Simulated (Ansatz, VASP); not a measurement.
## Two plane-wave programs on Si

```
Si
1.0
     2.66225   -0.03624   -0.00683
    -1.36251    2.23176    0.04190
    -0.00643    0.04182    2.48776
Si
1
Direct
  0.00000 0.00000 0.00000
```

Change from the starting cell: cell sheared at random, sigma 0.03, atoms nudged by 0.01 Å.

Alike in both runs: task relaxation of cell and atoms; functional PBEsol-based global hybrid with a share of 0.25 of exact exchange; k mesh 6 × 6 × 6; occupations fermi-dirac, width 0.05 eV; no spin polarisation.

```csv
,VASP,Ansatz
version,VASP 6.6.1,Ansatz 0.2.0
potentials or method,"VASP PAW PBE potentials, release 64 (Si)",Ansatz PAW
plane-wave cutoff (eV),600,420
valence electrons in the cell,4,4
```

VASP gave:

- gap on the k mesh at the Fermi level, each at its own relaxed structure (eV): none
- relaxed volume (Å³/atom): 14.70
- relaxed length of the cell vector where the two differ most in proportion (Å): 2.766

Problem. Which values does Ansatz return?

Solution. gap on the k mesh at the Fermi level, each at its own relaxed structure (eV): none; relaxed volume (Å³/atom): 14.73; relaxed length of the cell vector where the two differ most in proportion (Å): 2.768.

VASP's potentials were made for PBE, not for PBEsol-based global hybrid. A gap of «none» marks a metal or a gap that the smearing closes.

The k mesh is coarse, so the values compare programs but aren't converged. Noted on Ansatz's run: the plane-wave basis is chosen anew once the cell has moved, so the energies of steps on either side of that aren't comparable.
